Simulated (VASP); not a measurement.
Here is a VASP 6.6.1 calculation.

File POSCAR:

```
NaCl
1.0
    0.0000000000      2.9450200000      3.0582900000
    2.9450200000      0.0000000000      3.0582900000
    2.9450200000      2.9450200000      0.0000000000
Na Cl
1 1
Direct
    0.0000000000      0.0000000000      0.0000000000
    0.5000000000      0.5000000000      0.5000000000
```

File INCAR.step1:

```
PREC     = Accurate       # precision mode
ENCUT    = 520            # plane-wave cutoff, eV
ISMEAR   = 0              # smearing method
SIGMA    = 0.05           # smearing width, eV
LREAL    = F              # projectors in reciprocal space
LASPH    = T              # aspherical terms in the spheres
NELM     = 60             # most SCF steps
NBANDS   = 14             # bands
GGA      = PE             # functional
ALGO     = Normal         # electronic algorithm
EDIFF    = 1E-4           # SCF threshold, eV
LWAVE    = T              # write WAVECAR
LCHARG   = F              # write CHGCAR
```

Contents of INCAR.step2:

```
PREC     = Accurate       # precision mode
ENCUT    = 520            # plane-wave cutoff, eV
EDIFF    = 1E-7           # SCF threshold, eV
ISMEAR   = 0              # smearing method
SIGMA    = 0.05           # smearing width, eV
LREAL    = F              # projectors in reciprocal space
LASPH    = T              # aspherical terms in the spheres
NELM     = 60             # most SCF steps
ALGO     = Normal         # electronic algorithm
ISIF     = 2              # what is computed and relaxed
LWAVE    = F              # write WAVECAR
LCHARG   = T              # write CHGCAR
METAGGA  = R2SCAN         # meta-GGA
LMIXTAU  = T            
LELF     = T              # ELF
LVHAR    = T            
NBANDS   = 14             # bands
ISTART   = 1
```

Contents of KPOINTS:

```
regular mesh
0
Gamma
  8 8 8
```

Potentials or basis: VASP PAW PBE potentials, release 64 (Na_pv, Cl).

Launch:

```bash
$ cat potpaw_PBE.64/Na_pv/POTCAR potpaw_PBE.64/Cl/POTCAR > POTCAR
$ cp INCAR.step1 INCAR
$ mpirun -np 1 vasp_std > vasp.out
$ cp INCAR.step2 INCAR
$ mpirun -np 1 vasp_std > vasp.out
```

Question: Predict the pressure.

Answer: -3.4 GPa.

Question: What does it give for the band gap on the k mesh?

Answer: 5.28 eV.

Stress tensor (GPa, compression positive):
```
-3.26  0.00  0.00
 0.00 -3.26  0.00
 0.00  0.00 -3.64
```

Caveat: the cell differs from its parent crystal (strain +0.040 along x and y, +0.080 along z); the cell stands under tension; the PAW data sets were made with another functional, which shifts forces and pressure a little. A k mesh can miss the band edges.
